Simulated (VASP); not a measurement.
Wanted: the native input for a VASP 6.6.1 run.

```yaml
Task: single point
Functional: r2SCAN
Potentials_or_basis: VASP PAW PBE potentials, release 64 (Nb_sv)
Cutoff: 520 eV
k_mesh: 18 × 18 × 18
Occupations: gaussian, width 0.05 eV
Spin: no spin polarisation
Dipole_correction: no
Further_INCAR_settings: ALGO = Normal; EDIFF = 1e-06; NBANDS = 12
```

Nb:

```
Nb
1.0
     0.00000    2.10762    2.10762
     2.10762    0.00000    2.10762
     2.10762    2.10762    0.00000
Nb
1
Direct
  0.00000 0.00000 0.00000
```

One way to write it, as run:

POSCAR

```
Nb
1.0
    0.0000000000      2.1076182726      2.1076182726
    2.1076182726      0.0000000000      2.1076182726
    2.1076182726      2.1076182726      0.0000000000
Nb
1
Direct
    0.0000000000      0.0000000000      0.0000000000
```

INCAR.step1

```
SYSTEM = Nb
PREC     = Accurate       ! precision mode
ENCUT    = 520            ! plane-wave cutoff, eV
ISMEAR   = 0              ! smearing method
SIGMA    = 0.05           ! smearing width, eV
LREAL    = .False.        ! projectors in reciprocal space
LASPH    = .True.         ! aspherical terms in the spheres
NELM     = 100            ! most SCF steps
NBANDS   = 12             ! bands
GGA      = PE             ! functional
ALGO     = Normal         ! electronic algorithm
EDIFF    = 1E-4           ! SCF threshold, eV
LWAVE    = .True.         ! write WAVECAR
LCHARG   = .False.        ! write CHGCAR
```

INCAR.step2

```
SYSTEM = Nb
PREC     = Accurate       ! precision mode
ENCUT    = 520            ! plane-wave cutoff, eV
EDIFF    = 1E-6           ! SCF threshold, eV
ISMEAR   = 0              ! smearing method
SIGMA    = 0.05           ! smearing width, eV
LREAL    = .False.        ! projectors in reciprocal space
LASPH    = .True.         ! aspherical terms in the spheres
NELM     = 100            ! most SCF steps
ALGO     = Normal         ! electronic algorithm
ISIF     = 2              ! what is computed and relaxed
LWAVE    = .False.        ! write WAVECAR
LCHARG   = .False.        ! write CHGCAR
METAGGA  = R2SCAN         ! meta-GGA
LMIXTAU  = .True.       
NBANDS   = 12             ! bands
ISTART   = 1
```

KPOINTS

```
Automatic mesh
0
Gamma
  18 18 18
  0 0 0
```

Potentials or basis: VASP PAW PBE potentials, release 64 (Nb_sv).

Run with:

```bash
$ cat potpaw_PBE.64/Nb_sv/POTCAR > POTCAR
$ cp INCAR.step1 INCAR
$ mpirun -np 1 vasp_std > vasp.out
$ cp INCAR.step2 INCAR
$ mpirun -np 1 vasp_std > vasp.out
```

Results of the run:

```
Pressure : -0.5 GPa
```

Caveat: the PAW data sets were made with another functional, which shifts forces and pressure a little.

It took 82 s on 1 thread of Intel Xeon 6975P-C, on a shared host, peak memory 0.17 GiB.
